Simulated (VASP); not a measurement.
The system is GaP.

```
CELL_PARAMETERS angstrom
0.00000 2.72525 2.72525
2.72525 0.00000 2.72525
2.72525 2.72525 0.00000
ATOMIC_POSITIONS crystal
Ga 0.00000 0.00000 0.00000
P 0.75000 0.75000 0.75000
```

| Property | Result |
| --- | --- |
| Program | VASP 6.6.1 |
| Task | relaxation of cell and atoms |
| Functional | RPBE |
| Dispersion | D3(BJ) |
| Potentials or basis | VASP PAW PBE potentials, release 64 (Ga_d, P) |
| Cutoff | 600 eV |
| k mesh | 8 × 8 × 8 |
| Occupations | fermi-dirac, width 0.05 eV |
| Spin | no spin polarisation |

At the start: pressure -7.0 GPa; volume 20.24 Å³/atom.

Q: Where does the relaxation end?

A: Over 3 steps the energy falls by 39.9 meV/atom and the volume is 18.54 Å³/atom (-8.4 %); space group F-43m (No. 216, to 0.05 Å).

The path:
```tsv
step	energy change (eV)	largest force (eV/Å)	pressure (GPa)	volume (Å³)
1	0.0000	0.0000	-6.97	40.48
2	-0.0589	0.0000	4.49	35.54
3	-0.0798	0.0000	0.01	37.09
```

Final structure:
```yaml
crystal:
  lattice:
    - [0.00000, 2.64692, 2.64692]
    - [2.64692, 0.00000, 2.64692]
    - [2.64692, 2.64692, 0.00000]
  atoms:
    - { symbol: Ga, position: [0.00000, 0.00000, 0.00000] }
    - { symbol: P, position: [0.75000, 0.75000, 0.75000] }
```

Caveat: the PAW data sets were made with another functional, which shifts forces and pressure a little.
